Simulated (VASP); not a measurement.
Wanted: the native input for a VASP 6.6.1 run.

```
Task                   : relaxation of cell and atoms
Functional             : PBE
Potentials or basis    : VASP PAW PBE potentials, release 64 (Al, Co)
Cutoff                 : 600 eV
k mesh                 : 14 × 14 × 14
Occupations            : fermi-dirac, width 0.15 eV
Spin                   : no spin polarisation
Dipole correction      : no
Further INCAR settings : ALGO = Normal; EDIFF = 1e-07; IBRION = 2; EDIFFG = -0.001; NSW = 80; ISIF = 3
```

The structure of AlCo lies in POSCAR:

```
AlCo
1.0
    2.8519024094      0.0000000000      0.0000000000
    0.0000000000      2.8519024094      0.0000000000
    0.0000000000      0.0000000000      2.8519024094
Al Co
1 1
Direct
    0.0000000000      0.0000000000      0.0000000000
    0.5000000000      0.5000000000      0.5000000000
```

The input as run:

INCAR

```
SYSTEM = AlCo
ALGO     = Normal         ! electronic algorithm
EDIFF    = 1E-7           ! SCF threshold, eV
EDIFFG   = -0.001         ! ionic threshold
ENCUT    = 600            ! plane-wave cutoff, eV
GGA      = PE             ! functional
IBRION   = 2              ! ionic algorithm
ISIF     = 3              ! what is computed and relaxed
ISMEAR   = -1             ! smearing method
LASPH    = .TRUE.         ! aspherical terms in the spheres
LCHARG   = .FALSE.        ! write CHGCAR
LREAL    = .FALSE.        ! projectors in reciprocal space
LWAVE    = .FALSE.        ! write WAVECAR
NELM     = 80             ! most SCF steps
NSW      = 80             ! ionic steps
PREC     = Accurate       ! precision mode
SIGMA    = 0.15           ! smearing width, eV
```

KPOINTS

```
k-points
0
G
  14 14 14
  0 0 0
```

Potentials or basis: VASP PAW PBE potentials, release 64 (Al, Co).

Launch:

```console
$ cat potpaw_PBE.64/Al/POTCAR potpaw_PBE.64/Co/POTCAR > POTCAR
$ mpirun -np 1 vasp_std > vasp.out
```

Results of the run:

```
Relaxed volume                         : 11.62 Å³/atom
Relaxed cell                           : a = 2.854 Å, b = 2.854 Å, c = 2.854 Å, α = 90.00°, β = 90.00°, γ = 90.00°
Space group after relaxing (to 0.05 Å) : Pm-3m (No. 221)
Energy gained by relaxing              : 0.0 meV/atom
Ionic steps                            : 4
Pressure after relaxing                : 0.0 GPa
Band gap on the k mesh                 : zero (band 6 reaches 12.91 eV, above the bottom of band 7 at 10.29 eV)
```

Wall time 45 s on 1 thread of Intel(R) Xeon(R) 6975P-C (Granite Rapids), with other jobs on the host, peak memory 0.17 GiB.
